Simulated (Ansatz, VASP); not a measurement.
**C in VASP and in Ansatz**

```
C
1.0
     0.00000    2.12700    3.34800
     1.22800    0.00000    3.34800
     1.22800    2.12700    0.00000
C
2
Direct
  0.16667 0.83333 0.16667
  0.83333 0.16667 0.83333
```

Alike in both runs: task relaxation of cell and atoms; functional PBE; dispersion D3(BJ); k mesh 14 × 14 × 14; occupations gaussian, width 0.02 eV; no spin polarisation.

```csv
,VASP,Ansatz
version,VASP 6.6.1,Ansatz 0.2.0
potentials or method,"VASP PAW PBE potentials, release 64 (C), cutoff 600 eV","scalar-relativistic, plane waves, PAW"
valence electrons in the cell,8,8
```

Ansatz gave:

* gap on the k mesh at the Fermi level, each at its own relaxed structure (eV): 0.41
* relaxed volume (Å³/atom): 8.94
* relaxed cell length with the largest relative difference (Å): 3.616

**Question.** Which values does VASP return?

**Answer.** gap on the k mesh at the Fermi level, each at its own relaxed structure (eV): 0.38; relaxed volume (Å³/atom): 8.87; relaxed cell length with the largest relative difference (Å): 3.590.
